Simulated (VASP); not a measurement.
A run of VASP 6.6.1 is set up as follows.

The input INCAR:

```
SYSTEM = BP
  PREC = Accurate
  ENCUT = 500
  EDIFF = 1E-6
  ISMEAR = 0
  SIGMA = 0.02
  LREAL = .FALSE.
  LASPH = .TRUE.
  NELM = 120
  ALGO = Normal
  ISIF = 2
  LWAVE = .FALSE.
  LCHARG = .FALSE.
  GGA = PS
  NBANDS = 11
  GGA_COMPAT = .FALSE.
```

File KPOINTS:

```
regular mesh
0
G
  10 10 10
  0 0 0
```

The input POSCAR:

```
BP
1.0
    0.0000000000      2.2600812336      2.2600812336
    2.2600812336      0.0000000000      2.2600812336
    2.2600812336      2.2600812336      0.0000000000
B P
1 1
Direct
    0.0000000000      0.0000000000      0.0000000000
    0.7500000000      0.7500000000      0.7500000000
```

Potentials or basis: VASP PAW PBE potentials, release 64 (B, P).

Launch:

```bash
$ cat potpaw_PBE.64/B/POTCAR potpaw_PBE.64/P/POTCAR > POTCAR
$ mpirun -np 1 vasp_std > vasp.out
```

Q: Predict the band gap on the k mesh.

A: 1.12 eV, indirect (least direct gap 3.37 eV).

Q: Predict the pressure.

A: 0.1 GPa.

Caveat: the PAW data sets were made with another functional, which shifts forces and pressure a little. A k mesh can miss the band edges.
